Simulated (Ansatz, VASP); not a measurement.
## One calculation of Si, two programs

Contents of POSCAR:

```
Si
1.0
    0.0000000000      2.7035831784      2.7035831784
    2.7035831784      0.0000000000      2.7035831784
    2.7035831784      2.7035831784      0.0000000000
Si
2
Direct
    0.5000000000      0.5000000000      0.5000000000
    0.7500000000      0.7500000000      0.7500000000
```

Contents of INCAR.step1:

```
SYSTEM = Si
PREC = Accurate
ENCUT = 520
EDIFF = 1E-5
ISMEAR = -1
SIGMA = 0.05
LREAL = .False.
LASPH = .True.
NELM = 60
ALGO = Normal
ISIF = 2
LWAVE = .True.
LCHARG = .False.
NBANDS = 11
GGA = PE
```

File INCAR.step2:

```
SYSTEM = Si
PREC = Accurate
ENCUT = 520
EDIFF = 1E-7
ISMEAR = -1
SIGMA = 0.05
LREAL = .False.
LASPH = .True.
NELM = 60
ALGO = Normal
ISIF = 2
LWAVE = .False.
LCHARG = .False.
GGA = PE
LHFCALC = .True.
AEXX = 0.25
PRECFOCK = Normal
NBANDS = 11
ISTART = 1
```

File KPOINTS:

```
regular mesh
0
Gamma
  6 6 6
  0 0 0
```

input

```
crystal:
  lattice:
    - [0.0, 2.7035831784, 2.7035831784]
    - [2.7035831784, 0.0, 2.7035831784]
    - [2.7035831784, 2.7035831784, 0.0]
  atoms:
    - { symbol: Si, position: [0.5, 0.5, 0.5] }
    - { symbol: Si, position: [0.75, 0.75, 0.75] }
hamiltonian:
  xc: pbe0
  pseudopotentials: { kind: paw }
kpoints:
  mp_grid: { grid: [6, 6, 6] }
scf:
  occupations: { method: fermi_dirac, width: 0.05 }
output:
  forces: true
  stress: true
  eigenvalues: true
  write_density: true
  write_potential: true
  elf: true
  volumetric_format: npy
```

Alike in both runs: task single point; functional PBE0; k mesh 6 × 6 × 6; occupations fermi-dirac, width 0.05 eV; no spin polarisation.

```csv
,VASP,Ansatz
version,VASP 6.6.1,Ansatz 0.2.0
potentials or method,"VASP PAW PBE potentials, release 64 (Si)",Ansatz PAW
plane-wave cutoff (eV),520,420
valence electrons in the cell,8,8
```

Ansatz gave:

```
gap on the k mesh at the Fermi level (eV) : 1.91
least direct gap on the mesh (eV)         : 3.98
pressure (GPa)                            : 1.7
```

Which values does VASP return?

gap on the k mesh at the Fermi level (eV): 1.95; least direct gap on the mesh (eV): 4.02; pressure (GPa): 1.4.
